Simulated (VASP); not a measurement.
The system is Nb2Si2O.

```
CELL_PARAMETERS angstrom
2.92139 -3.30663 0.00000
2.92139 3.30663 0.00000
0.00000 0.00000 3.66045
ATOMIC_POSITIONS crystal
Nb 0.00000 0.50000 0.00000
Nb 0.50000 0.00000 0.00000
Si 0.00000 0.00000 0.50000
Si 0.50000 0.50000 0.50000
O 0.50000 0.50000 0.00000
```

The cell was generated, and may not be a known phase.

```yaml
Program: VASP 6.6.1
Task: relaxation of cell and atoms
Functional: PBE
Potentials_or_basis: VASP PAW PBE potentials, release 64 (Nb_sv, Si, O)
Cutoff: 600 eV
k_mesh: 8 × 8 × 10
Occupations: gaussian, width 0.1 eV
Spin: no spin polarisation
```

At the start: pressure -0.4 GPa; volume 14.14 Å³/atom.

Q: Where does the relaxation end?

A: Over 10 steps the energy falls by 19.5 meV/atom and the volume is 14.07 Å³/atom (-0.5 %); space group Cmmm (No. 65, to 0.1 Å) before and after.

Step by step:
```
step  energy change (eV)  largest force (eV/Å)  pressure (GPa)  volume (Å³)
   1              0.0000                0.0000           -0.41        70.72
   2             -0.0789                0.0000            0.27        70.35
   3             -0.0863                0.0000            1.60        69.72
   4             -0.0920                0.0000            0.64        70.11
   5             -0.0942                0.0000           -0.13        70.44
   6             -0.0926                0.0000           -1.59        71.09
   7             -0.0945                0.0000           -0.57        70.63
   8             -0.0956                0.0000           -0.44        70.56
   9             -0.0973                0.0000           -0.12        70.41
  10             -0.0974                0.0000            0.05        70.33
```

Final structure:
```yaml
crystal:
  lattice:
    - [3.05384, -3.15275, 0.00000]
    - [3.05384, 3.15275, 0.00000]
    - [0.00000, 0.00000, 3.65260]
  atoms:
    - { symbol: Nb, position: [0.00000, 0.50000, 0.00000] }
    - { symbol: Nb, position: [0.50000, 0.00000, 0.00000] }
    - { symbol: Si, position: [0.00000, 0.00000, 0.50000] }
    - { symbol: Si, position: [0.50000, 0.50000, 0.50000] }
    - { symbol: O, position: [0.50000, 0.50000, 0.00000] }
```
